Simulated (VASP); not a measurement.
# O (Fd-3m) in VASP: settings compared

O is run at these levels: PBEsol, LDA, BLYP+D3(BJ); tasks: single point, relaxation of cell and atoms.

All numbers are computed with VASP 6.6.1; they aren't measurements. Logs are shortened: lines on timing, memory, paths and dates and some standing lists are left out, and cuts for length are marked.

**1. The cell of the first run**

The structure is cubic, space group Fd-3m (No. 227). Conventional cell: a = 4.339 Å, b = 4.339 Å, c = 4.339 Å, α = 90.00°, β = 90.00°, γ = 90.00°. O (site symmetry -43m) has 4 O at 1.88 Å within 2.5 Å.

**2. Single point, PBEsol**

The input, INCAR:

```
PREC = Accurate ; ENCUT = 520
EDIFF = 1E-7 ; ISMEAR = -1
SIGMA = 0.1 ; LREAL = False
LASPH = True ; NELM = 100
ALGO = Normal ; ISIF = 2
LWAVE = False ; LCHARG = False
GGA = PS ; NBANDS = 13
```

The input, KPOINTS:

```
Automatic mesh
0
Gamma
  8 8 8
```

The input, POSCAR:

```
O
1.0
    0.0000000000      2.1696742911      2.1696742911
    2.1696742911      0.0000000000      2.1696742911
    2.1696742911      2.1696742911      0.0000000000
O
2
Direct
    0.2500000000      0.2500000000      0.2500000000
    0.0000000000      0.0000000000      0.0000000000
```

Potentials or basis: VASP PAW PBE potentials, release 64 (O).

The run is started by

```bash
$ cat potpaw_PBE.64/O/POTCAR > POTCAR
$ mpirun -np 1 vasp_std > vasp.out
```

OUTCAR:

```text
PREC = Accurate
   ENCUT = 520
   EDIFF = 1E-7
   ISMEAR = -1
   LREAL = False
   LASPH = True
   NELM = 100
   ISIF = 2
   GGA = PS

 ion  position               nearest neighbor table
   1  0.250  0.250  0.250-   2 1.88   2 1.88   2 1.88   2 1.88
   2  0.000  0.000  0.000-   1 1.88   1 1.88   1 1.88   1 1.88

  LATTYP: Found a face centered cubic cell.
 ALAT       =     4.3393485822

  Lattice vectors:

 A1 = (   0.0000000000,   2.1696742911,   2.1696742911)
 A2 = (   2.1696742911,   0.0000000000,   2.1696742911)
 A3 = (   2.1696742911,   2.1696742911,   0.0000000000)

Analysis of symmetry for initial positions (statically):
=====================================================================
 Subroutine PRICEL returns:
 Original cell was already a primitive cell.

 Routine SETGRP: Setting up the symmetry group for a
 face centered cubic supercell.

 Subroutine GETGRP returns: Found 48 space group operations
 (whereof 24 operations were pure point group operations)
 out of a pool of 48 trial point group operations.

The static configuration has the point symmetry T_d .
 The point group associated with its full space group is O_h .

Analysis of symmetry for dynamics (positions and initial velocities):
=====================================================================
 Subroutine PRICEL returns:
 Original cell was already a primitive cell.

 Routine SETGRP: Setting up the symmetry group for a
 face centered cubic supercell.

 Subroutine GETGRP returns: Found 48 space group operations
 (whereof 24 operations were pure point group operations)
 out of a pool of 48 trial point group operations.

The dynamic configuration has the point symmetry T_d .
 The point group associated with its full space group is O_h .

 Subroutine INISYM returns: Found 48 space group operations
 (whereof 24 operations are pure point group operations),
 and found     1 'primitive' translations

----------------------------------------------------------------------------------------

                                     Primitive cell

  volume of cell :      20.4274

  direct lattice vectors                    reciprocal lattice vectors
     0.000000000  2.169674291  2.169674291    -0.230449336  0.230449336  0.230449336
     2.169674291  0.000000000  2.169674291     0.230449336 -0.230449336  0.230449336
     2.169674291  2.169674291  0.000000000     0.230449336  0.230449336 -0.230449336

  length of vectors
     3.068382808  3.068382808  3.068382808     0.399149959  0.399149959  0.399149959

  position of ions in fractional coordinates (direct lattice)
     0.250000000  0.250000000  0.250000000
     0.000000000  0.000000000  0.000000000

  ion indices of the primitive-cell ions
   primitive index   ion index
                 1           1
                 2           2

----------------------------------------------------------------------------------------

 KPOINTS: Automatic mesh

Automatic generation of k-mesh.
 Grid dimensions read from file:
 generate k-points for:    8    8    8

 Generating k-lattice:

  Cartesian coordinates                     Fractional coordinates (reciprocal lattice)
    -0.028806167  0.028806167  0.028806167     0.125000000  0.000000000  0.000000000
     0.028806167 -0.028806167  0.028806167     0.000000000  0.125000000  0.000000000
     0.028806167  0.028806167 -0.028806167     0.000000000  0.000000000  0.125000000

  Length of vectors
     0.049893745  0.049893745  0.049893745

  Shift w.r.t. Gamma in fractional coordinates (k-lattice)
     0.000000000  0.000000000  0.000000000

 Subroutine IBZKPT returns following result:
 ===========================================

 Found     29 irreducible k-points:

 Following reciprocal coordinates:
            Coordinates               Weight
  0.000000  0.000000  0.000000      1.000000
  0.125000  0.000000  0.000000      8.000000
  0.250000  0.000000  0.000000      8.000000
  0.375000  0.000000  0.000000      8.000000
  0.500000  0.000000  0.000000      4.000000
  0.125000  0.125000  0.000000      6.000000
[... 16 lines left out ...]
  0.500000  0.250000  0.125000     48.000000
 -0.375000  0.250000  0.125000     24.000000
 [... further k-points ...]
   k-points           NKPTS =     29   k-points in BZ     NKDIM =     29   number of bands    NBANDS=     13
   number of dos      NEDOS =    301   number of ions     NIONS =      2
   total plane-waves  NPLWV =  13824
   dimension x,y,z NGX =    24 NGY =   24 NGZ =   24
   dimension x,y,z NGXF=    48 NGYF=   48 NGZF=   48
   ions per type =               2
   NGX,Y,Z   is equivalent  to a cutoff of  13.00, 13.00, 13.00 a.u.
   NGXF,Y,Z  is equivalent  to a cutoff of  26.01, 26.01, 26.01 a.u.
 SYSTEM =  unknown system
   PREC   = accura    normal or accurate (medium, high low for compatibility)
   ISTART =      0    job   : 0-new  1-cont  2-samecut
   ICHARG =      2    charge: 1-file 2-atom 10-const
   ISPIN  =      1    spin polarized calculation?
   LNONCOLLINEAR =      F non collinear calculations
   LSORBIT =      F    spin-orbit coupling
   LASPH  =      T    aspherical Exc in radial PAW
   ENCUT  =  520.0 eV  38.22 Ry    6.18 a.u.   5.71  5.71  5.71*2*pi/ulx,y,z
   NELM   =    100;   NELMIN=  2; NELMDL= -5     # of ELM steps
   EDIFF  = 0.1E-06   stopping-criterion for ELM
   LREAL  =      F    real-space projection
   EDIFFG = 0.1E-05   stopping-criterion for IOM
   NSW    =      0    number of steps for IOM
   IBRION =     -1    ionic relax: 0-MD 1-quasi-New 2-CG
   NFREE  =      0    steps in history (QN), initial steepest desc. (CG)
   ISIF   =      2    stress and relaxation
   ISYM   =      2    0-nonsym 1-usesym 2-fastsym
   POTIM  = 0.5000    time-step for ionic-motion
   TEBEG  =    0.0;   TEEND  =   0.0 temperature during run
   PSTRESS=    0.0 pullay stress
   NELECT =      12.0000    total number of electrons
   NUPDOWN=      -1.0000    fix difference up-down
   EMIN   =  10.00;   EMAX   =-10.00  energy-range for DOS
   EFERMI =   0.00;   METHOD = LEGACY
   ISMEAR =    -1;   SIGMA  =   0.10  broadening in eV -4-tet -1-fermi 0-gaus
   EFERMI_NEDOS =   21; number of points for ismear=-14 and -15
   IALGO  =     38    algorithm
   IMIX   =      4    mixing-type and parameters
     AMIX     =   0.40;   BMIX     =  1.00
     AMIX_MAG =   1.60;   BMIX_MAG =  1.00
  volume/ion in A,a.u.               =      10.21        68.93
  Fermi-wavevector in a.u.,A,eV,Ry     =   1.371084  2.590973 25.577199  1.879871
  Thomas-Fermi vector in A             =   2.496812
   LORBIT       =      0    0 simple, 1 ext, 2 COOP (PROOUT), +10 PAW based schemes
   GGA     = PS    functional components
   LHFCALC =     F    Hartree Fock is set to
   AEXX    =    0.0000 exact exchange contribution
   IVDW    =     0    specifies the selected vdW correction
   LEPSILON=     F    determine dielectric tensor
   LRPA    =     F    only Hartree local field effects (RPA)
 non-spin polarized calculation
  energy-cutoff  :      520.00
  volume of cell :       20.43
 maximum number of plane-waves:       568
   NGX = 11   NGY = 11   NGZ = 11

 number of electron      11.9999994 magnetization

 Free energy of the ion-electron system (eV)
  ---------------------------------------------------
  ext. energy  EPLUGINS =         0.00000000
  ---------------------------------------------------
  free energy    TOTEN  =        -6.78337363 eV

  energy without entropy =       -6.73657278  energy(sigma->0) =       -6.75997320

 E-fermi :   0.8633     XC(G=0): -10.4744

 val. band max:        0.7978455279   @ k =   0.2500   0.0000   0.0000
 cond. band min:       0.9158953287   @ k =   0.5000   0.1250   0.0000
 fundamental gap:      0.1180498008
 Fermi energy:         0.8632524440

 k-point     1 :       0.0000    0.0000    0.0000
  band No.  band energies     occupation
      1     -20.9620      2.00000
      2     -12.4591      2.00000
      3      -3.1380      2.00000
      4      -3.1380      2.00000
      5      -3.1380      2.00000
      6       0.1410      1.99854
      7       0.1410      1.99854
      8       0.1410      1.99854
      9      10.5367      0.00000
     10      24.4912      0.00000
     11      24.4912      0.00000
     12      24.4912      0.00000
     13      24.9948      0.00000

 k-point     2 :       0.1250    0.0000    0.0000
  band No.  band energies     occupation
      1     -20.7705      2.00000
      2     -12.8348      2.00000
      3      -3.3262      2.00000
      4      -3.3262      2.00000
      5      -3.3014      2.00000
      6       0.3405      1.98933
      7       0.3590      1.98717
      8       0.3590      1.98717
      9      11.0406      0.00000
     10      22.6463      0.00000
     11      22.6861      0.00000
     12      22.6861      0.00000
     13      27.4840      0.00000

 k-point     3 :       0.2500    0.0000    0.0000
  band No.  band energies     occupation
      1     -20.2351      2.00000
      2     -13.7842      2.00000
      3      -3.7632      2.00000
      4      -3.7019      2.00000
      5      -3.7019      2.00000
      6       0.7978      1.31586
      7       0.7978      1.31585
      8       0.9860      0.45311
      9      12.1706      0.00000
     10      20.1278      0.00000
     11      21.4978      0.00000
     12      21.4978      0.00000
     13      28.2206      0.00000
[... 305 lines left out ...]
 k-point    23 :       0.5000    0.2500    0.1250
  band No.  band energies     occupation
      1     -19.0454      2.00000
      2     -15.4452      2.00000
      3      -5.5600      2.00000
      4      -4.5091      2.00000
      5      -2.2517      2.00000
      6       0.3263      1.99073
      7       1.7455      0.00029
      8       2.1406      0.00001
      9      13.5342      0.00000
     10      16.1147      0.00000
     11      21.5317      0.00000
     12      22.8517      0.00000
     13      29.0624      0.00000

 k-point    24 :      -0.3750    0.2500    0.1250
  band No.  band energies     occupation
      1     -18.6149      2.00000
      2     -15.9713      2.00000
      3      -5.7901      2.00000
      4      -4.6388      2.00000
      5      -2.2375      2.00000
      6       0.5879      1.88022
      7       1.8164      0.00015
      8       2.3006      0.00000
      9      13.8448      0.00000
     10      15.6528      0.00000
     11      21.5601      0.00000
     12      22.2980      0.00000
     13      29.6628      0.00000

 [... further k-points ...]
[... 5 lines left out ...]
  --------------------------------------------------------------------------------------
  -------------------------------------------------------------------------------------
  Total       -0.0155551     -0.0155551     -0.0155551      0.0000000     -0.0000000      0.0000000
  in kB       -1.2200245     -1.2200245     -1.2200245      0.0000000     -0.0000000      0.0000000
  external PRESSURE =      -1.2200245 kB  Pullay stress =       0.0000000 kB

 VOLUME and BASIS-vectors are now :
 -----------------------------------------------------------------------------
  energy-cutoff  :      520.00
  volume of cell :       20.43
      direct lattice vectors                 reciprocal lattice vectors
     0.000000000  2.169674291  2.169674291    -0.230449336  0.230449336  0.230449336
     2.169674291  0.000000000  2.169674291     0.230449336 -0.230449336  0.230449336
     2.169674291  2.169674291  0.000000000     0.230449336  0.230449336 -0.230449336

 POSITION                                       TOTAL-FORCE (eV/Angst)
 -----------------------------------------------------------------------------------
      1.08484      1.08484      1.08484        -0.000000      0.000000      0.000000
      0.00000      0.00000      0.00000         0.000000     -0.000000     -0.000000
 -----------------------------------------------------------------------------------
    total drift:                               -0.000000      0.000000      0.000000

  FREE ENERGIE OF THE ION-ELECTRON SYSTEM (eV)
  ---------------------------------------------------
  free  energy   TOTEN  =        -6.7833736259 eV

  energy  without entropy=       -6.7365727786  energy(sigma->0) =       -6.75997320
```

Run time: 4.7 s. Hardware: 1 thread of AMD EPYC 9R45 (Zen 5), shared host; peak memory 0.1 GiB.

What came out:

* Free energy: -6.7834 eV
* Pressure: -0.1 GPa
* Band gap on the k mesh: zero (band 6 reaches 1.28 eV, above the bottom of band 7 at 0.14 eV)

Caveat: the PAW data sets were made with another functional, which shifts forces and pressure a little.

**3. Single point, LDA**

This run uses another cell than the first one, of 9.87 Å³/atom, 0.967 times its volume.

The input, INCAR:

```
SYSTEM = O
PREC = Accurate
ENCUT = 520
EDIFF = 1E-7
ISMEAR = -1
SIGMA = 0.1
LREAL = .FALSE.
LASPH = .TRUE.
NELM = 60
ALGO = Normal
ISIF = 2
LWAVE = .FALSE.
LCHARG = .FALSE.
GGA = CA
NBANDS = 13
```

The input, KPOINTS:

```
Automatic mesh
0
G
  8 8 8
  0 0 0
```

The input, POSCAR:

```
O
1.0
    0.0000000000      2.1453373786      2.1453373786
    2.1453373786      0.0000000000      2.1453373786
    2.1453373786      2.1453373786      0.0000000000
O
2
Direct
    0.2500000000      0.2500000000      0.2500000000
    0.0000000000      0.0000000000      0.0000000000
```

Potentials or basis: VASP PAW LDA potentials, release 64 (O).

The run is started by

```bash
$ cat potpaw_LDA.64/O/POTCAR > POTCAR
$ mpirun -np 1 vasp_std > vasp.out
```

Wall time 3.9 s (1 thread of AMD EPYC 9R45 (Zen 5), shared host); peak memory 0.09 GiB.

The run converged. Its results:

```yaml
Free_energy: -7.5624 eV
Pressure: 0.1 GPa
Band_gap_on_the_k_mesh: zero (band 6 reaches 1.45 eV, above the bottom of band 7 at 0.25 eV)
```

Levels at points of the mesh, in eV from the Fermi level:
| k point | band 3 | band 4 | band 5 | band 6 | band 7 | band 8 | band 9 | band 10 |
| --- | --- | --- | --- | --- | --- | --- | --- | --- |
| (0.00, 0.00, 0.00) | -4.16 | -4.16 | -4.16 | -0.78 | -0.78 | -0.78 | 9.55 | 23.58 |
| (0.50, 0.00, 0.00) | -5.42 | -5.19 | -5.19 | 0.41 | 0.41 | 1.34 | 13.04 | 15.79 |
| (0.50, 0.50, 0.00) | -6.39 | -6.39 | -2.35 | -2.35 | 1.88 | 1.88 | 12.99 | 12.99 |

**4. Single point, BLYP+D3(BJ)**

This run uses another cell than the first one, of 10.98 Å³/atom, 1.075 times its volume.

The input, INCAR:

```
PREC = Accurate
ENCUT = 520
EDIFF = 1E-6
ISMEAR = -1
SIGMA = 0.1
LREAL = F
LASPH = T
NELM = 100
ALGO = Normal
ISIF = 2
LWAVE = F
LCHARG = F
GGA = B5
ALDAX = 1.0
AGGAX = 1.0
AGGAC = 1.0
ALDAC = 0.0
IVDW = 12
VDW_S6 = 1.0
VDW_S8 = 2.6996
VDW_A1 = 0.4298
VDW_A2 = 4.2359
NBANDS = 13
```

The input, KPOINTS:

```
Automatic mesh
0
Gamma
  8 8 8
```

The input, POSCAR:

```
O
1.0
    0.0000000000      2.2226140904      2.2226140904
    2.2226140904      0.0000000000      2.2226140904
    2.2226140904      2.2226140904      0.0000000000
O
2
Direct
    0.2500000000      0.2500000000      0.2500000000
    0.0000000000      0.0000000000      0.0000000000
```

Potentials or basis: VASP PAW PBE potentials, release 64 (O).

The run is started by

```bash
$ cat potpaw_PBE.64/O/POTCAR > POTCAR
$ mpirun -np 1 vasp_std > vasp.out
```

Run time: 7.6 s. Hardware: 1 thread of AMD EPYC 9R45 (Zen 5), shared host; peak memory 0.11 GiB.

The run converged. Its results:

```
Free energy                : -6.1266 eV
Pressure                   : -0.2 GPa
Band gap on the k mesh     : zero (band 6 reaches 0.69 eV, above the bottom of band 7 at -0.32 eV)
Dispersion energy per atom : -0.150 eV
```

Levels at points of the mesh, in eV from the Fermi level:
```
           k point  band 4  band 5  band 6  band 7  band 8  band 9
(0.00, 0.00, 0.00)   -3.59   -3.59   -0.61   -0.61   -0.61    9.92
(0.50, 0.00, 0.00)   -4.47   -4.47    0.41    0.41    1.04   13.41
(0.50, 0.50, 0.00)   -5.50   -2.09   -2.09    1.60    1.60   13.50
```

Caveat: the PAW data sets were made with another functional, which shifts forces and pressure a little; pairwise dispersion overbinds metals, which lowers pressure and volume.

[end of part 1 of 2]
